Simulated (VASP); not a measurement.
A run of VASP 6.6.1 is set up as follows.

Contents of INCAR:

```
PREC = Accurate
ENCUT = 520
EDIFF = 1E-7
ISMEAR = 1
SIGMA = 0.6
LREAL = False
LASPH = True
NELM = 150
ALGO = Normal
ISIF = 2
LWAVE = False
LCHARG = False
ISPIN = 2
MAGMOM = 7.214 7.214
LORBIT = 11
LMAXMIX = 6
GGA = CA
NBANDS = 29
```

Contents of KPOINTS:

```
regular mesh
0
Gamma
  10 10 6
```

Contents of POSCAR:

```
Gd
1.0
    3.4841536640      0.0000000000      0.0000000000
   -1.7420768320      3.0173655837      0.0000000000
    0.0000000000      0.0000000000      5.5867162136
Gd
2
Direct
    0.3333333333      0.6666666667      0.2500000000
    0.6666666667      0.3333333333      0.7500000000
```

Potentials or basis: VASP PAW PBE potentials, release 64 (Gd).

Launch:

```console
$ cat potpaw_PBE.64/Gd/POTCAR > POTCAR
$ mpirun -np 1 vasp_std > vasp.out
```

(1) What does it give for the pressure?

(2) Estimate the site moments.

(3) Predict the net moment.

Answers

(1) -0.6 GPa.

(2) Gd +6.86 μB.

(3) 14.48 μB per cell.

Caveat: so wide a smearing shifts energies and pressures; the PAW data sets were made with another functional, which shifts forces and pressure a little.
